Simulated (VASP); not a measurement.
YSe2, 3 atoms in the cell. The structure is cubic, space group Fm-3m (No. 225). Conventional cell: a = 6.813 Å, b = 6.813 Å, c = 6.813 Å, α = 90.00°, β = 90.00°, γ = 90.00°. Y (site symmetry m-3m) has 8 Se at 2.95 Å within 3.9 Å. Within 3.9 Å of Se (site symmetry -43m) lie 4 Y at 2.95 Å and 6 Se at 3.41 Å. 

| Property | Result |
| --- | --- |
| Program | VASP 6.6.1 |
| Task | single point |
| Functional | PBE |
| Potentials or basis | VASP PAW PBE potentials, release 64 (Y_sv, Se) |
| Cutoff | 520 eV |
| k mesh | 8 × 8 × 8 |
| Occupations | gaussian, width 0.05 eV |
| Spin | no spin polarisation |
| Dipole correction | no |
| Further INCAR settings | ALGO = Normal; EDIFF = 1e-06; NBANDS = 18 |

Potentials or basis: VASP PAW PBE potentials, release 64 (Y_sv, Se).

The run is started by

```console
$ cat potpaw_PBE.64/Y_sv/POTCAR potpaw_PBE.64/Se/POTCAR > POTCAR
$ mpirun -np 1 vasp_std > vasp.out
```

Hardware: 1 thread of Intel(R) Xeon(R) 6975P-C (Granite Rapids), on a shared host.

Problem. Estimate the wall time of this run.

Solution. It took 19 s on 1 thread of Intel(R) Xeon(R) 6975P-C (Granite Rapids), with other jobs on the host, peak memory 0.23 GiB. Counts: scf iterations 14, k points 29.
